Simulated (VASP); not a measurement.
# Si (Pm-3n) in VASP: a series of runs, part 2 of 2

VASP 6.6.1.

### Step 3. Single point, PBE

This run uses another cell than the first one, of 20.44 Å³/atom.

INCAR reads:

```
PREC = Accurate
ENCUT = 520
EDIFF = 1E-6
ISMEAR = 0
SIGMA = 0.1
LREAL = False
LASPH = True
NELM = 100
ALGO = Normal
ISIF = 2
LWAVE = False
LCHARG = True
GGA = PE
LELF = True
LVHAR = True
NBANDS = 26
```

KPOINTS reads:

```
Automatic mesh
0
Gamma
  4 4 4
```

POSCAR reads:

```
Si
1.0
    5.4680853894      0.0000000000      0.0000000000
    0.0000000000      5.4680853894      0.0000000000
    0.0000000000      0.0000000000      5.4680853894
Si
8
Direct
    0.5000000000      0.5000000000      0.5000000000
    0.0000000000      0.0000000000      0.0000000000
    0.2500000000      0.0000000000      0.5000000000
    0.5000000000      0.2500000000      0.0000000000
    0.5000000000      0.7500000000      0.0000000000
    0.7500000000      0.0000000000      0.5000000000
    0.0000000000      0.5000000000      0.7500000000
    0.0000000000      0.5000000000      0.2500000000
```

Potentials or basis: VASP PAW PBE potentials, release 64 (Si).

Started as:

```sh
$ cat potpaw_PBE.64/Si/POTCAR > POTCAR
$ mpirun -np 1 vasp_std > vasp.out
```

OUTCAR:

```text
PREC = Accurate
   ENCUT = 520
   EDIFF = 1E-6
   ISMEAR = 0
   LREAL = False
   LASPH = True
   NELM = 100
   ISIF = 2
   GGA = PE

 ion  position               nearest neighbor table
   1  0.500  0.500  0.500-   3 3.06   4 3.06   5 3.06   6 3.06   7 3.06   8 3.06   4 3.06   5 3.06
                             3 3.06   6 3.06   7 3.06   8 3.06
   2  0.000  0.000  0.000-   3 3.06   4 3.06   5 3.06   6 3.06   7 3.06   8 3.06   3 3.06   6 3.06
                             7 3.06   8 3.06   4 3.06   5 3.06
   3  0.250  0.000  0.500-   6 2.73   6 2.73   1 3.06   2 3.06   1 3.06   2 3.06
   4  0.500  0.250  0.000-   5 2.73   5 2.73   1 3.06   1 3.06   2 3.06   2 3.06
   5  0.500  0.750  0.000-   4 2.73   4 2.73   1 3.06   1 3.06   2 3.06   2 3.06
   6  0.750  0.000  0.500-   3 2.73   3 2.73   1 3.06   2 3.06   1 3.06   2 3.06
   7  0.000  0.500  0.750-   8 2.73   8 2.73   1 3.06   2 3.06   2 3.06   1 3.06
   8  0.000  0.500  0.250-   7 2.73   7 2.73   1 3.06   2 3.06   2 3.06   1 3.06

  LATTYP: Found a simple cubic cell.
 ALAT       =     5.4680853894

  Lattice vectors:

 A1 = (   5.4680853894,   0.0000000000,   0.0000000000)
 A2 = (   0.0000000000,   5.4680853894,   0.0000000000)
 A3 = (   0.0000000000,   0.0000000000,   5.4680853894)

Analysis of symmetry for initial positions (statically):
=====================================================================
 Subroutine PRICEL returns:
 Original cell was already a primitive cell.

 Routine SETGRP: Setting up the symmetry group for a
 simple cubic supercell.

 Subroutine GETGRP returns: Found 48 space group operations
 (whereof 24 operations were pure point group operations)
 out of a pool of 48 trial point group operations.

The static configuration has the point symmetry T_h .
 The point group associated with its full space group is O_h .

Analysis of symmetry for dynamics (positions and initial velocities):
=====================================================================
[... 132 lines left out ...]
   LORBIT       =      0    0 simple, 1 ext, 2 COOP (PROOUT), +10 PAW based schemes
   GGA     = PE    functional components
   LHFCALC =     F    Hartree Fock is set to
   AEXX    =    0.0000 exact exchange contribution
   IVDW    =     0    specifies the selected vdW correction
   LEPSILON=     F    determine dielectric tensor
   LRPA    =     F    only Hartree local field effects (RPA)
 non-spin polarized calculation
 Gauss-broadening in eV      SIGMA  =   0.10
  energy-cutoff  :      520.00
  volume of cell :      163.50
 maximum number of plane-waves:      4436
 NGX is ok and might be reduce to    42
   NGX = 21   NGY = 21   NGZ = 21

 number of electron      31.9999993 magnetization

 Free energy of the ion-electron system (eV)
  ---------------------------------------------------
  ext. energy  EPLUGINS =         0.00000000
  ---------------------------------------------------
  free energy    TOTEN  =       -35.90088484 eV

  energy without entropy =      -35.84953597  energy(sigma->0) =      -35.87521040

 E-fermi :   6.0416     XC(G=0):  -9.8361

 val. band max:        6.0270917007   @ k =   0.5000   0.2500   0.2500
 cond. band min:       6.0556809016   @ k =   0.5000   0.5000   0.2500
 fundamental gap:      0.0285892009
 Fermi energy:         6.0415800175

 k-point     1 :       0.0000    0.0000    0.0000
  band No.  band energies     occupation
      1      -5.4921      2.00000
      2      -1.5892      2.00000
      3      -1.5892      2.00000
      4      -1.3765      2.00000
      5      -0.0457      2.00000
      6      -0.0457      2.00000
[... 279 lines left out ...]
     25       7.6388      0.00000
     26       7.6388      0.00000

------------------------ aborting loop because EDIFF is reached ----------------------------------------

  FORCE on cell =-STRESS in cart. coord.  units (eV):
  Direction    XX          YY          ZZ          XY          YZ          ZX
  --------------------------------------------------------------------------------------
  -------------------------------------------------------------------------------------
  Total      -13.9654994    -13.9654994    -13.9654994     -0.0000000     -0.0000000     -0.0000000
  in kB     -136.8551641   -136.8551641   -136.8551641     -0.0000000     -0.0000000     -0.0000000
  external PRESSURE =    -136.8551641 kB  Pullay stress =       0.0000000 kB

 VOLUME and BASIS-vectors are now :
 -----------------------------------------------------------------------------
  energy-cutoff  :      520.00
  volume of cell :      163.50
      direct lattice vectors                 reciprocal lattice vectors
     5.468085389  0.000000000  0.000000000     0.182879368  0.000000000  0.000000000
     0.000000000  5.468085389  0.000000000     0.000000000  0.182879368  0.000000000
     0.000000000  0.000000000  5.468085389     0.000000000  0.000000000  0.182879368

 POSITION                                       TOTAL-FORCE (eV/Angst)
 -----------------------------------------------------------------------------------
      2.73404      2.73404      2.73404         0.000000     -0.000000      0.000000
      0.00000      0.00000      0.00000         0.000000     -0.000000      0.000000
      1.36702      0.00000      2.73404         0.000000      0.000000     -0.000000
      2.73404      1.36702      0.00000         0.000000     -0.000000      0.000000
      2.73404      4.10106      0.00000        -0.000000      0.000000     -0.000000
      4.10106      0.00000      2.73404        -0.000000      0.000000     -0.000000
      0.00000      2.73404      4.10106        -0.000000      0.000000      0.000000
      0.00000      2.73404      1.36702        -0.000000     -0.000000      0.000000
 -----------------------------------------------------------------------------------
    total drift:                               -0.000000     -0.000000     -0.000000

  FREE ENERGIE OF THE ION-ELECTRON SYSTEM (eV)
  ---------------------------------------------------
  free  energy   TOTEN  =       -35.9008848388 eV

  energy  without entropy=      -35.8495359663  energy(sigma->0) =      -35.87521040
```

It took 60 s on 1 thread of Intel Xeon 8259CL, shared host; peak memory 0.25 GiB.

Results:

| Quantity | Value |
| --- | --- |
| Free energy | -35.9009 eV |
| Pressure | -13.7 GPa |
| Band gap on the k mesh | zero (bands 16 and 17 overlap by 1.99 eV) |

Caveat: the cell stands under tension.

### Step 4. Single point, PBE

This run uses another cell than the first one, of 14.82 Å³/atom.

INCAR reads:

```
SYSTEM = Si
ALGO     = Normal         ! electronic algorithm
EDIFF    = 1E-7           ! SCF threshold, eV
ENCUT    = 520            ! plane-wave cutoff, eV
GGA      = PE             ! functional
ISIF     = 2              ! what is computed and relaxed
ISMEAR   = 0              ! smearing method
LASPH    = .True.         ! aspherical terms in the spheres
LCHARG   = .False.        ! write CHGCAR
LREAL    = .False.        ! projectors in reciprocal space
LWAVE    = .False.        ! write WAVECAR
NBANDS   = 26             ! bands
NELM     = 80             ! most SCF steps
PREC     = Accurate       ! precision mode
SIGMA    = 0.1            ! smearing width, eV
```

KPOINTS reads:

```
k-points
0
Gamma
  8 8 8
  0 0 0
```

POSCAR: that of step 3 with these lines changed.

```diff
@@ -2,5 +2,5 @@
 1.0
-    5.4680853894      0.0000000000      0.0000000000
-    0.0000000000      5.4680853894      0.0000000000
-    0.0000000000      0.0000000000      5.4680853894
+    4.9124416645      0.0000000000      0.0000000000
+    0.0000000000      4.9124416645      0.0000000000
+    0.0000000000      0.0000000000      4.9124416645
 Si
```

Started as:

```sh
$ cat potpaw_PBE.64/Si/POTCAR > POTCAR
$ mpirun -np 1 vasp_std > vasp.out
```

Wall time 2.1 min (1 thread of Intel Xeon 8259CL, shared host); peak memory 0.26 GiB.

The run converged. Its results:

| Quantity | Value |
| --- | --- |
| Free energy | -38.6276 eV |
| Pressure | 0.0 GPa |
| Band gap on the k mesh | zero (bands 16 and 17 overlap by 2.90 eV) |

Levels at points of the mesh, in eV from the Fermi level:
| k point | band 13 | band 14 | band 15 | band 16 | band 17 | band 18 | band 19 | band 20 |
| --- | --- | --- | --- | --- | --- | --- | --- | --- |
| (0.00, 0.00, 0.00) | -2.73 | -2.05 | -2.05 | -2.05 | -1.40 | -1.40 | -1.40 | 1.01 |
| (0.50, 0.00, 0.00) | -1.18 | -1.18 | -0.89 | -0.89 | -0.73 | -0.73 | -0.01 | -0.01 |
| (0.50, 0.50, 0.00) | 0.12 | 0.23 | 0.41 | 0.41 | 0.42 | 0.42 | 0.45 | 0.72 |
| (0.50, 0.50, 0.50) | 1.32 | 1.32 | 1.49 | 1.49 | 1.49 | 1.49 | 1.60 | 1.60 |

### Step 5. Relaxation of cell and atoms, PBE

This run uses another cell than the first one, of 20.44 Å³/atom.

INCAR reads:

```
PREC = Accurate
ENCUT = 600
EDIFF = 1E-6
ISMEAR = 0
SIGMA = 0.1
LREAL = False
LASPH = True
NELM = 100
ALGO = Normal
ISIF = 3
LWAVE = False
LCHARG = False
GGA = PE
IBRION = 2
NSW = 90
EDIFFG = -0.04
```

KPOINTS reads:

```
Automatic mesh
0
Gamma
  4 4 4
```

POSCAR: that of step 4 with these lines changed.

```diff
@@ -2,5 +2,5 @@
 1.0
-    4.9124416645      0.0000000000      0.0000000000
-    0.0000000000      4.9124416645      0.0000000000
-    0.0000000000      0.0000000000      4.9124416645
+    5.4680853894      0.0000000000      0.0000000000
+    0.0000000000      5.4680853894      0.0000000000
+    0.0000000000      0.0000000000      5.4680853894
 Si
```

Potentials or basis: VASP PAW PBE potentials, release 64 (Si).

Started as:

```sh
$ cat potpaw_PBE.64/Si/POTCAR > POTCAR
$ mpirun -np 1 vasp_std > vasp.out
```

OUTCAR:

```text
PREC = Accurate
   ENCUT = 600
   EDIFF = 1E-6
   ISMEAR = 0
   LREAL = False
   LASPH = True
   NELM = 100
   ISIF = 3
   GGA = PE
   IBRION = 2
   NSW = 90
   EDIFFG = -0.04

 ion  position               nearest neighbor table
   1  0.500  0.500  0.500-   3 3.06   4 3.06   5 3.06   6 3.06   7 3.06   8 3.06   4 3.06   5 3.06
                             3 3.06   6 3.06   7 3.06   8 3.06
   2  0.000  0.000  0.000-   3 3.06   4 3.06   5 3.06   6 3.06   7 3.06   8 3.06   3 3.06   6 3.06
                             7 3.06   8 3.06   4 3.06   5 3.06
   3  0.250  0.000  0.500-   6 2.73   6 2.73   1 3.06   2 3.06   1 3.06   2 3.06
   4  0.500  0.250  0.000-   5 2.73   5 2.73   1 3.06   1 3.06   2 3.06   2 3.06
   5  0.500  0.750  0.000-   4 2.73   4 2.73   1 3.06   1 3.06   2 3.06   2 3.06
   6  0.750  0.000  0.500-   3 2.73   3 2.73   1 3.06   2 3.06   1 3.06   2 3.06
   7  0.000  0.500  0.750-   8 2.73   8 2.73   1 3.06   2 3.06   2 3.06   1 3.06
   8  0.000  0.500  0.250-   7 2.73   7 2.73   1 3.06   2 3.06   2 3.06   1 3.06

  LATTYP: Found a simple cubic cell.
 ALAT       =     5.4680853894

  Lattice vectors:

 A1 = (   5.4680853894,   0.0000000000,   0.0000000000)
 A2 = (   0.0000000000,   5.4680853894,   0.0000000000)
 A3 = (   0.0000000000,   0.0000000000,   5.4680853894)

Analysis of symmetry for initial positions (statically):
=====================================================================
 Subroutine PRICEL returns:
 Original cell was already a primitive cell.

 Routine SETGRP: Setting up the symmetry group for a
 simple cubic supercell.

 Subroutine GETGRP returns: Found 48 space group operations
 (whereof 24 operations were pure point group operations)
 out of a pool of 48 trial point group operations.

The static configuration has the point symmetry T_h .
 The point group associated with its full space group is O_h .

Analysis of symmetry for dynamics (positions and initial velocities):
=====================================================================
 Subroutine PRICEL returns:
 Original cell was already a primitive cell.

 Routine SETGRP: Setting up the symmetry group for a
 simple cubic supercell.

 Subroutine GETGRP returns: Found 48 space group operations
 (whereof 24 operations were pure point group operations)
 out of a pool of 48 trial point group operations.
[... 106 lines left out ...]
   ISYM   =      2    0-nonsym 1-usesym 2-fastsym
   POTIM  = 0.5000    time-step for ionic-motion
   TEBEG  =    0.0;   TEEND  =   0.0 temperature during run
   PSTRESS=    0.0 pullay stress
   NELECT =      32.0000    total number of electrons
   NUPDOWN=      -1.0000    fix difference up-down
   EMIN   =  10.00;   EMAX   =-10.00  energy-range for DOS
   EFERMI =   0.00;   METHOD = LEGACY
   ISMEAR =     0;   SIGMA  =   0.10  broadening in eV -4-tet -1-fermi 0-gaus
   EFERMI_NEDOS =   21; number of points for ismear=-14 and -15
   IALGO  =     38    algorithm
   IMIX   =      4    mixing-type and parameters
     AMIX     =   0.40;   BMIX     =  1.00
     AMIX_MAG =   1.60;   BMIX_MAG =  1.00
  volume/ion in A,a.u.               =      20.44       137.92
  Fermi-wavevector in a.u.,A,eV,Ry     =   0.950509  1.796201 12.292418  0.903467
  Thomas-Fermi vector in A             =   2.078892
   LORBIT       =      0    0 simple, 1 ext, 2 COOP (PROOUT), +10 PAW based schemes
   GGA     = PE    functional components
   LHFCALC =     F    Hartree Fock is set to
   AEXX    =    0.0000 exact exchange contribution
   IVDW    =     0    specifies the selected vdW correction
   LEPSILON=     F    determine dielectric tensor
   LRPA    =     F    only Hartree local field effects (RPA)
 conjugate gradient relaxation of ions
 non-spin polarized calculation
 Gauss-broadening in eV      SIGMA  =   0.10
  energy-cutoff  :      600.00
  volume of cell :      163.50
 maximum number of plane-waves:      5520
 NGX is ok and might be reduce to    48
   NGX = 21   NGY = 21   NGZ = 21

--------------------------------------- Ionic step        1  -------------------------------------------

 number of electron      31.9999998 magnetization

 Free energy of the ion-electron system (eV)
  ---------------------------------------------------
  ext. energy  EPLUGINS =         0.00000000
  ---------------------------------------------------
  free energy    TOTEN  =       -35.90102545 eV

  energy without entropy =      -35.84967739  energy(sigma->0) =      -35.87535142

 E-fermi :   6.0416     XC(G=0):  -9.8361

 val. band max:        6.0270623490   @ k =   0.5000   0.2500   0.2500
 cond. band min:       6.0556628087   @ k =   0.5000   0.5000   0.2500
 fundamental gap:      0.0286004597
 Fermi energy:         6.0415544010

 k-point     1 :       0.0000    0.0000    0.0000
  band No.  band energies     occupation
      1      -5.4921      2.00000
      2      -1.5892      2.00000
      3      -1.5892      2.00000
      4      -1.3764      2.00000
      5      -0.0457      2.00000
      6      -0.0457      2.00000
[... 354 lines left out ...]
--------------------------------------- Ionic step        4  -------------------------------------------

 number of electron      31.9999998 magnetization

 Free energy of the ion-electron system (eV)
  ---------------------------------------------------
  ext. energy  EPLUGINS =         0.00000000
  ---------------------------------------------------
  free energy    TOTEN  =       -38.51398686 eV

  energy without entropy =      -38.50260885  energy(sigma->0) =      -38.50829785

 E-fermi :   9.8210     XC(G=0): -11.0983

 val. band max:        9.7952064889   @ k =   0.5000   0.0000   0.0000
 cond. band min:       9.9148264656   @ k =   0.5000   0.5000   0.0000
 fundamental gap:      0.1196199767
 Fermi energy:         9.8210321170

 k-point     1 :       0.0000    0.0000    0.0000
  band No.  band energies     occupation
      1      -4.4000      2.00000
      2       0.9986      2.00000
      3       0.9986      2.00000
      4       1.0577      2.00000
      5       2.1005      2.00000
      6       2.1005      2.00000
[... 264 lines left out ...]
  FREE ENERGIE OF THE ION-ELECTRON SYSTEM (eV)
  ---------------------------------------------------
  free  energy   TOTEN  =       -38.5139868567 eV

  energy  without entropy=      -38.5026088463  energy(sigma->0) =      -38.50829785

 reached required accuracy - stopping structural energy minimisation
```

OSZICAR:

```text
N       E                     dE             d eps       ncg     rms          rms(c)
DAV:   1     0.726700619444E+02    0.72670E+02   -0.13026E+04   420   0.139E+03
DAV:   2    -0.291071785033E+02   -0.10178E+03   -0.95047E+02   502   0.163E+02
DAV:   3    -0.359035039907E+02   -0.67963E+01   -0.64803E+01   592   0.351E+01
[... 31 lines left out ...]
DAV:   2    -0.385147751007E+02    0.12688E-02   -0.24629E-03   494   0.275E-01    0.182E-01
DAV:   3    -0.385139867770E+02    0.78832E-03   -0.78708E-04   461   0.139E-01    0.398E-02
DAV:   4    -0.385139855935E+02    0.11835E-05   -0.16192E-05   518   0.240E-02    0.316E-02
DAV:   5    -0.385139874218E+02   -0.18283E-05   -0.28623E-06   403   0.935E-03    0.435E-03
DAV:   6    -0.385139868567E+02    0.56507E-06   -0.20270E-07   279   0.287E-03
   4 F= -.38513987E+02 E0= -.38508298E+02  d E =-.261296E+01
```

Wall time 2.7 min (1 thread of Intel Xeon 8259CL, shared host); peak memory 0.33 GiB.

Results:

| Quantity | Value |
| --- | --- |
| Free energy | -38.5140 eV |
| Relaxed volume | 14.80 Å³/atom |
| Relaxed cell | a = 4.910 Å, b = 4.910 Å, c = 4.910 Å, α = 90.00°, β = 90.00°, γ = 90.00° |
| Space group after relaxing (to 0.1 Å) | Pm-3n (No. 223) |
| Energy gained by relaxing | 326.6 meV/atom |
| Ionic steps | 4 |
| Pressure after relaxing | 0.1 GPa |
| Band gap on the k mesh | zero (bands 16 and 17 overlap by 2.89 eV) |

Step by step:
```csv
step,energy change (eV),largest force (eV/Å),pressure (GPa),volume (Å³)
1,0.0000,0.0000,-13.68,163.50
2,-2.5129,0.0000,-4.28,125.59
3,-2.6093,0.0000,-0.89,119.77
4,-2.6130,0.0000,0.07,118.37
```

Final structure:
```
CELL_PARAMETERS angstrom
4.90994 0.00000 0.00000
0.00000 4.90994 0.00000
0.00000 0.00000 4.90994
ATOMIC_POSITIONS crystal
Si 0.50000 0.50000 0.50000
Si 0.00000 0.00000 0.00000
Si 0.25000 0.00000 0.50000
Si 0.50000 0.25000 0.00000
Si 0.50000 0.75000 0.00000
Si 0.75000 0.00000 0.50000
Si 0.00000 0.50000 0.75000
Si 0.00000 0.50000 0.25000
```

Levels at points of the mesh, in eV from the Fermi level:
| k point | band 12 | band 13 | band 14 | band 15 | band 16 | band 17 | band 18 | band 19 | band 20 | band 21 |
| --- | --- | --- | --- | --- | --- | --- | --- | --- | --- | --- |
| (0.00, 0.00, 0.00) | -2.76 | -2.76 | -2.07 | -2.07 | -2.07 | -1.42 | -1.42 | -1.42 | 0.98 | 3.12 |
| (0.50, 0.00, 0.00) | -2.24 | -1.20 | -1.20 | -0.91 | -0.91 | -0.75 | -0.75 | -0.03 | -0.03 | 3.48 |
| (0.50, 0.50, 0.00) | -4.40 | 0.09 | 0.21 | 0.38 | 0.38 | 0.40 | 0.40 | 0.42 | 0.69 | 3.77 |
| (0.50, 0.50, 0.50) | 1.30 | 1.30 | 1.30 | 1.47 | 1.47 | 1.47 | 1.47 | 1.58 | 1.58 | 1.58 |

Caveat: the volume moved by over 15 % at a fixed basis, so the end points are rough.

### Step 6. The runs side by side

```csv
task,cell,k mesh,cutoff (eV),gap on the mesh (eV),pressure (GPa)
single point,"a = 4.906 Å, 8 atoms",4 × 4 × 4,520,none,0.2
single point,"a = 5.468 Å, 8 atoms",4 × 4 × 4,520,none,-13.7
single point,"a = 4.912 Å, 8 atoms",8 × 8 × 8,520,none,0.0
relaxation of cell and atoms,"relaxed from a = 5.468 Å, 8 atoms",4 × 4 × 4,600,none,0.1
```

Alike in all rows: level PBE; potentials or basis VASP PAW PBE potentials, release 64 (Si); no spin polarisation; smearing gaussian 0.1 eV.

Caveats: the cell stands under tension (at least some runs); the volume moved by over 15 % at a fixed basis, so the end points are rough (at least some runs).

Total energies depend on the potentials used, so only differences within one code and one set of settings carry meaning.
